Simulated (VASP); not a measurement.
# CuO (P1) in VASP: further runs, part 2 of 2

VASP 6.6.1.

## (3) Single point, PBE+U

INCAR

```
SYSTEM = CuO
PREC     = Accurate       ! precision mode
ENCUT    = 520            ! plane-wave cutoff, eV
EDIFF    = 1E-6           ! SCF threshold, eV
ISMEAR   = -1             ! smearing method
SIGMA    = 0.05           ! smearing width, eV
LREAL    = .False.        ! projectors in reciprocal space
LASPH    = .True.         ! aspherical terms in the spheres
NELM     = 150            ! most SCF steps
ALGO     = Normal         ! electronic algorithm
ISIF     = 2              ! what is computed and relaxed
LWAVE    = .False.        ! write WAVECAR
LCHARG   = .False.        ! write CHGCAR
LMAXMIX  = 4              ! l up to which the mixer works
LDAU     = .True.         ! DFT+U
LDAUTYPE = 2            
LDAUL    = 2 -1           ! shell
LDAUU    = 6 0            ! U, eV
LDAUJ    = 0 0          
LDAUPRINT= 1            
GGA      = PE             ! functional
NBANDS   = 25             ! bands
```

KPOINTS

```
regular mesh
0
Gamma
  10 10 5
  0 0 0
```

POSCAR

```
CuO
1.0
    2.3055752800     -1.7296126400      0.0728065900
    2.3157556600      1.7435441000      0.0481486400
   -0.7080927800     -0.0389675500      5.1290691300
Cu O
2 2
Direct
    0.0142532200      0.4796454100      0.0604322300
    0.4708797100      0.1540682100      0.4741201700
    0.5692681500      0.2960328600      0.2639427200
    0.4455989200      0.5702535100      0.7015048700
```

Potentials or basis: VASP PAW PBE potentials, release 64 (Cu, O).

Started as:

```bash
cat potpaw_PBE.64/Cu/POTCAR potpaw_PBE.64/O/POTCAR > POTCAR
mpirun -np 1 vasp_std > vasp.out
```

It took 9.4 min on 1 thread of AMD EPYC 7R13, shared host; peak memory 0.3 GiB.

Results (log left out):

```yaml
Free_energy: -7.5092 eV
Pressure: 78.8 GPa
Largest_force: 35.389 eV/Å
Band_gap_on_the_k_mesh: zero (band 17 reaches 5.46 eV, above the bottom of band 18 at 5.06 eV)
```

Forces in eV/Å, atoms in the order of the input:
```
Cu   -0.014   1.140  -3.025
Cu  -22.236  -5.957  26.879
O    19.325   1.881 -28.530
O     2.925   2.936   4.676
```

Stress tensor (GPa, compression positive):
```
 72.75   7.15 -64.88
  7.15  22.32   0.08
-64.88   0.08 141.30
```

Levels at points of the mesh, in eV from the Fermi level:
```csv
k point,band 14,band 15,band 16,band 17,band 18,band 19,band 20,band 21
"(0.00, 0.00, 0.00)",-1.97,-1.70,-0.38,0.21,0.39,1.75,6.78,7.24
"(0.50, 0.00, 0.00)",-2.53,-2.41,-1.91,-0.10,0.69,4.81,6.34,6.88
"(0.00, 0.50, 0.00)",-2.60,-2.01,-1.17,-0.03,0.38,5.44,6.30,7.31
"(0.50, 0.50, 0.00)",-2.69,-2.12,-1.87,-1.39,1.03,4.50,7.31,8.53
```

Eigenvalues of the final occupation matrices:
```csv
site,spin,trace,eigenvalues
site 1 d,1,4.75,0.92 0.94 0.95 0.96 0.97
site 1 d,2,4.75,0.92 0.94 0.95 0.96 0.97
site 2 d,1,4.90,0.85 0.98 0.99 1.03 1.06
site 2 d,2,4.90,0.85 0.98 0.99 1.03 1.06
```

Caveat: U without spin polarisation on a metal has little footing; forces of over 1 eV/Å act on the atoms, so gaps and moduli don't describe the material at rest.

## (4) Single point, PBE

INCAR

```
PREC = Accurate
ENCUT = 700
EDIFF = 1E-6
ISMEAR = -1
SIGMA = 0.05
LREAL = F
LASPH = T
NELM = 120
ALGO = Normal
ISIF = 2
LWAVE = F
LCHARG = T
GGA = PE
LELF = T
LVHAR = T
NBANDS = 33
GGA_COMPAT = F
```

KPOINTS

```
regular mesh
0
Gamma
  6 6 3
```

POSCAR is that of step 3.

Potentials or basis: VASP PAW PBE potentials, release 64 (Cu_sv_GW, O).

Started as:

```bash
cat potpaw_PBE.64/Cu_sv_GW/POTCAR potpaw_PBE.64/O/POTCAR > POTCAR
mpirun -np 1 vasp_std > vasp.out
```

It took 4.8 min on 1 thread of AMD EPYC 7R43 (Zen 3), shared host; peak memory 0.23 GiB.

The run converged. Its results:

| Quantity | Value |
| --- | --- |
| Free energy | -9.9538 eV |
| Pressure | 95.9 GPa |
| Largest force | 42.883 eV/Å |
| Band gap on the k mesh | zero (band 25 reaches 6.17 eV, above the bottom of band 26 at 5.83 eV) |

Forces on the atoms (eV/Å):
```
Cu    0.070   1.192  -3.418
Cu  -27.063  -7.159  32.485
O    23.468   2.367 -35.322
O     3.525   3.601   6.255
```

Stress tensor (GPa, compression positive):
```
 86.14  10.64 -79.60
 10.64  25.25   1.73
-79.60   1.73 176.35
```

Levels at points of the mesh, in eV from the Fermi level:
| k point | band 21 | band 22 | band 23 | band 24 | band 25 | band 26 | band 27 | band 28 | band 29 | band 30 |
| --- | --- | --- | --- | --- | --- | --- | --- | --- | --- | --- |
| (0.00, 0.00, 0.00) | -2.33 | -2.07 | -1.78 | -0.33 | 0.10 | 0.23 | 1.39 | 6.29 | 6.46 | 12.19 |
| (0.50, 0.00, 0.00) | -2.33 | -2.24 | -1.97 | -1.62 | 0.04 | 0.59 | 3.89 | 5.48 | 6.09 | 9.72 |
| (0.00, 0.50, 0.00) | -2.34 | -2.08 | -1.54 | -1.33 | -0.07 | 0.33 | 4.59 | 5.37 | 6.80 | 9.01 |
| (0.50, 0.50, 0.00) | -2.33 | -2.24 | -1.84 | -1.54 | -1.16 | 0.95 | 3.61 | 6.38 | 7.68 | 9.17 |

Caveat: the k points lie up to 0.41 Å⁻¹ apart; semilocal functionals often make such compounds metallic where correlation or magnetic order opens a gap, which also shifts bond lengths; forces of over 1 eV/Å act on the atoms, so gaps and moduli don't describe the material at rest. With open d or f shells a metallic result of PBE can be an artefact of self-interaction; +U or a hybrid may open a gap.

## (5) Single point, PBE (volume scaled by 0.94)

INCAR

```
SYSTEM = CuO
PREC     = Accurate       ! precision mode
ENCUT    = 520            ! plane-wave cutoff, eV
EDIFF    = 1E-7           ! SCF threshold, eV
ISMEAR   = -1             ! smearing method
SIGMA    = 0.05           ! smearing width, eV
LREAL    = .FALSE.        ! projectors in reciprocal space
LASPH    = .TRUE.         ! aspherical terms in the spheres
NELM     = 60             ! most SCF steps
ALGO     = Normal         ! electronic algorithm
ISIF     = 2              ! what is computed and relaxed
LWAVE    = .FALSE.        ! write WAVECAR
LCHARG   = .FALSE.        ! write CHGCAR
GGA      = PE             ! functional
NBANDS   = 25             ! bands
```

KPOINTS

```
regular mesh
0
G
  10 10 5
  0 0 0
```

POSCAR

```
CuO
1.0
    2.2585095169     -1.6943045156      0.0713203242
    2.2684820757      1.7079515803      0.0471657389
   -0.6936378510     -0.0381720707      5.0243648704
Cu O
2 2
Direct
    0.0142532200      0.4796454100      0.0604322300
    0.4708797100      0.1540682100      0.4741201700
    0.5692681500      0.2960328600      0.2639427200
    0.4455989200      0.5702535100      0.7015048700
```

Potentials or basis: VASP PAW PBE potentials, release 64 (Cu, O).

Started as:

```bash
cat potpaw_PBE.64/Cu/POTCAR potpaw_PBE.64/O/POTCAR > POTCAR
mpirun -np 1 vasp_std > vasp.out
```

Wall time 1.7 min (1 thread of Intel Xeon 6975P-C (Granite Rapids), shared host); peak memory 0.31 GiB.

The run converged. Its results:

* Free energy: -8.3863 eV
* Pressure: 121.0 GPa
* Largest force: 45.233 eV/Å
* Band gap on the k mesh: zero (band 17 reaches 7.04 eV, above the bottom of band 18 at 6.57 eV)

Forces in eV/Å, atoms in the order of the input:
```
Cu    0.116   1.628  -4.238
Cu  -29.165  -8.251  33.577
O    24.820   2.099 -37.376
O     4.229   4.524   8.038
```

Stress tensor (GPa, compression positive):
```
107.47  11.98 -85.07
 11.98  40.84   3.36
-85.07   3.36 214.77
```

Levels at points of the mesh, in eV from the Fermi level:
| k point | band 13 | band 14 | band 15 | band 16 | band 17 | band 18 | band 19 | band 20 | band 21 | band 22 |
| --- | --- | --- | --- | --- | --- | --- | --- | --- | --- | --- |
| (0.00, 0.00, 0.00) | -2.51 | -2.21 | -1.90 | -0.35 | 0.14 | 0.29 | 1.58 | 6.43 | 6.77 | 12.57 |
| (0.50, 0.00, 0.00) | -2.51 | -2.39 | -2.10 | -1.68 | 0.10 | 0.52 | 3.99 | 5.80 | 6.38 | 10.07 |
| (0.00, 0.50, 0.00) | -2.53 | -2.23 | -1.64 | -1.40 | -0.07 | 0.26 | 4.74 | 5.70 | 7.11 | 9.25 |
| (0.50, 0.50, 0.00) | -2.47 | -2.37 | -1.96 | -1.63 | -1.21 | 0.94 | 3.66 | 6.65 | 7.92 | 9.43 |

Caveat: semilocal functionals often make such compounds metallic where correlation or magnetic order opens a gap, which also shifts bond lengths; forces of over 1 eV/Å act on the atoms, so gaps and moduli don't describe the material at rest.

## (6) Single point, PBE (volume scaled by 0.96)

INCAR

```
SYSTEM = CuO
PREC = Accurate
ENCUT = 520
EDIFF = 1E-7
ISMEAR = -1
SIGMA = 0.05
LREAL = .False.
LASPH = .True.
NELM = 80
ALGO = Normal
ISIF = 2
LWAVE = .False.
LCHARG = .False.
GGA = PE
NBANDS = 25
```

KPOINTS

```
Automatic mesh
0
Gamma
  10 10 5
  0 0 0
```

POSCAR

```
CuO
1.0
    2.2744150375     -1.7062366307      0.0718225965
    2.2844578280      1.7199798046      0.0474979029
   -0.6985227855     -0.0384408969      5.0597488874
Cu O
2 2
Direct
    0.0142532200      0.4796454100      0.0604322300
    0.4708797100      0.1540682100      0.4741201700
    0.5692681500      0.2960328600      0.2639427200
    0.4455989200      0.5702535100      0.7015048700
```

Potentials or basis: VASP PAW PBE potentials, release 64 (Cu, O).

Started as:

```bash
cat potpaw_PBE.64/Cu/POTCAR potpaw_PBE.64/O/POTCAR > POTCAR
mpirun -np 1 vasp_std > vasp.out
```

Run time: 1.7 min. Hardware: 1 thread of Intel Xeon 6975P-C (Granite Rapids), shared host; peak memory 0.31 GiB.

It converged, with:

```
Free energy            : -8.9860 eV
Pressure               : 111.1 GPa
Largest force          : 43.245 eV/Å
Band gap on the k mesh : zero (band 17 reaches 6.74 eV, above the bottom of band 18 at 6.27 eV)
```

Forces in eV/Å, atoms in the order of the input:
```
Cu    0.091   1.486  -3.963
Cu  -27.727  -7.772  32.263
O    23.690   2.076 -35.789
O     3.946   4.210   7.489
```

Stress tensor (GPa, compression positive):
```
 98.43  11.13 -80.21
 11.13  36.14   3.14
-80.21   3.14 198.61
```

Levels at points of the mesh, in eV from the Fermi level:
| k point | band 13 | band 14 | band 15 | band 16 | band 17 | band 18 | band 19 | band 20 | band 21 | band 22 |
| --- | --- | --- | --- | --- | --- | --- | --- | --- | --- | --- |
| (0.00, 0.00, 0.00) | -2.44 | -2.14 | -1.85 | -0.35 | 0.14 | 0.28 | 1.52 | 6.36 | 6.70 | 12.47 |
| (0.50, 0.00, 0.00) | -2.44 | -2.32 | -2.05 | -1.64 | 0.10 | 0.52 | 3.99 | 5.73 | 6.33 | 9.98 |
| (0.00, 0.50, 0.00) | -2.46 | -2.17 | -1.60 | -1.35 | -0.06 | 0.26 | 4.72 | 5.62 | 7.02 | 9.18 |
| (0.50, 0.50, 0.00) | -2.41 | -2.31 | -1.90 | -1.59 | -1.18 | 0.92 | 3.68 | 6.59 | 7.88 | 9.34 |

Caveat: semilocal functionals often make such compounds metallic where correlation or magnetic order opens a gap, which also shifts bond lengths; forces of over 1 eV/Å act on the atoms, so gaps and moduli don't describe the material at rest.

## (7) Summary

```tsv
level	potentials or basis	U	cell	k mesh	cutoff (eV)	second run	gap on the mesh (eV)	pressure (GPa)	largest force (eV/Å)
PBE+U	VASP PAW PBE potentials, release 64 (Cu, O)	Cu d U = 5.0 eV	a = 2.883, b = 2.899, c = 5.178 Å, angles 95.6, 94.6, 73.8°, 4 atoms	10 × 10 × 5	520	-	none	81.5	36.20
PBE+U	VASP PAW PBE potentials, release 64 (Cu, O)	Cu d U = 6.0 eV	a = 2.883, b = 2.899, c = 5.178 Å, angles 95.6, 94.6, 73.8°, 4 atoms	10 × 10 × 5	520	-	none	78.8	35.39
PBE	VASP PAW PBE potentials, release 64 (Cu_sv_GW, O)	-	a = 2.883, b = 2.899, c = 5.178 Å, angles 95.6, 94.6, 73.8°, 4 atoms	6 × 6 × 3	700	valence_matched	none	95.9	42.88
PBE	VASP PAW PBE potentials, release 64 (Cu, O)	-	a = 2.824, b = 2.840, c = 5.072 Å, angles 95.6, 94.6, 73.8°, 4 atoms	10 × 10 × 5	520	-	none	121.0	45.23
PBE	VASP PAW PBE potentials, release 64 (Cu, O)	-	a = 2.844, b = 2.860, c = 5.108 Å, angles 95.6, 94.6, 73.8°, 4 atoms	10 × 10 × 5	520	-	none	111.1	43.25
```

Alike in all rows: task single point; no spin polarisation; smearing fermi-dirac 0.05 eV.

Caveats: some runs use coarse meshes; forces of over 1 eV/Å act on the atoms, so gaps and moduli don't describe the material at rest; semilocal functionals often make such compounds metallic where correlation or magnetic order opens a gap, which also shifts bond lengths (some runs); U without spin polarisation on a metal has little footing (some runs).

Total energies depend on the potentials used, so only differences within one code and one set of settings carry meaning.
